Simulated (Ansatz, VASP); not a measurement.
**Two plane-wave programs on BN**

File POSCAR:

```
BN
1.0
    0.0000000000      1.6536792422      2.1497830149
    1.6536792422      0.0000000000      2.1497830149
    1.6536792422      1.6536792422      0.0000000000
B N
1 1
Direct
    0.0000000000      0.0000000000      0.0000000000
    0.7500000000      0.7500000000      0.7500000000
```

The input INCAR.step1:

```
PREC = Accurate ; ENCUT = 520
ISMEAR = 0 ; SIGMA = 0.05
LREAL = False ; LASPH = True
NELM = 100 ; NBANDS = 11
GGA = PE ; ALGO = Normal
EDIFF = 1E-4 ; LWAVE = True
LCHARG = False
```

Contents of INCAR.step2:

```
PREC = Accurate ; ENCUT = 520
EDIFF = 1E-6 ; ISMEAR = 0
SIGMA = 0.05 ; LREAL = False
LASPH = True ; NELM = 100
ALGO = Normal ; ISIF = 2
LWAVE = False ; LCHARG = False
METAGGA = R2SCAN ; LMIXTAU = True
NBANDS = 11 ; ISTART = 1
```

File KPOINTS:

```
regular mesh
0
Gamma
  12 12 12
```

Input for Ansatz:

```yaml
crystal:
  lattice:
    - [0.0, 1.6536792422, 2.1497830149]
    - [1.6536792422, 0.0, 2.1497830149]
    - [1.6536792422, 1.6536792422, 0.0]
  atoms:
    - { symbol: B, position: [0.0, 0.0, 0.0] }
    - { symbol: "N", position: [0.75, 0.75, 0.75] }
basis:
  ecutwfc: 500
kpoints:
  mp_grid: { grid: [12, 12, 12] }
hamiltonian:
  xc: r2scan
scf:
  occupations: { method: gaussian, width: 0.05 }
output:
  forces: true
  stress: true
  eigenvalues: true
```

Alike in both runs: task single point; functional r2SCAN; k mesh 12 × 12 × 12; occupations gaussian, width 0.05 eV; no spin polarisation.

|  | VASP | Ansatz |
| --- | --- | --- |
| version | VASP 6.6.1 | Ansatz 0.2.0 |
| potentials or method | VASP PAW PBE potentials, release 64 (B, N), cutoff 520 eV | scalar-relativistic, plane waves, PAW |
| valence electrons in the cell | 8 | 8 |

```tsv
	VASP	Ansatz	Ansatz less VASP
gap on the k mesh at the Fermi level (eV)	2.38	2.40	+0.021
least direct gap on the mesh (eV)	5.09	5.10	+0.013
pressure (GPa)	3.3	2.3	-1.05
traceless stress, the component that is largest in VASP (GPa)	-153.87	-154.22	-0.356
```

VASP's potentials were made for PBE, not for r2SCAN.
